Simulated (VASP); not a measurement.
Runs of VASP 6.6.1 on HfMoC2. The structure is that of space group P4/mmm (No. 123), or close to it. The cells are those of the table. 

```csv
level,U,cell,gap on the mesh (eV),pressure (GPa)
PBEsol+U,"Hf d U = 6.0 eV, Mo d U = 6.0 eV","a = 3.182, b = 3.182, c = 4.497 Å, 4 atoms",none,(b)
PBEsol,-,"a = 3.166, b = 3.166, c = 4.413 Å, 4 atoms",none,0.2
PBEsol+U,"Hf d U = 2.0 eV, Mo d U = 2.0 eV","a = 3.173, b = 3.173, c = 4.424 Å, 4 atoms",none,(a)
PBEsol+U,"Hf d U = 3.0 eV, Mo d U = 3.0 eV","a = 3.177, b = 3.177, c = 4.430 Å, 4 atoms",none,5.8
PBEsol+U,"Hf d U = 1.0 eV, Mo d U = 1.0 eV","a = 3.170, b = 3.170, c = 4.418 Å, 4 atoms",none,2.1
```

Alike in all rows: task single point; potentials or basis VASP PAW PBE potentials, release 64 (Hf_pv, Mo_sv, C); no spin polarisation; k mesh 8 × 8 × 6; cutoff (eV) 520; smearing fermi-dirac 0.05 eV.

Problem. Fill in the values left out.

Solution. (a) 4.0; (b) 9.8.

Caveats: the PAW data sets were made with another functional, which shifts forces and pressure a little; spin-orbit coupling is left out, which moves the levels of the heavy elements; U without spin polarisation on a metal has little footing (at least some runs); the U is typed as a test and isn't derived for this compound (at least some runs); the cell stands under pressure (at least some runs).

A k mesh can miss the band edges, and the runs leave out spin-orbit coupling on Hf, Mo.

A gap of «none» marks levels without a gap at the run's occupations.
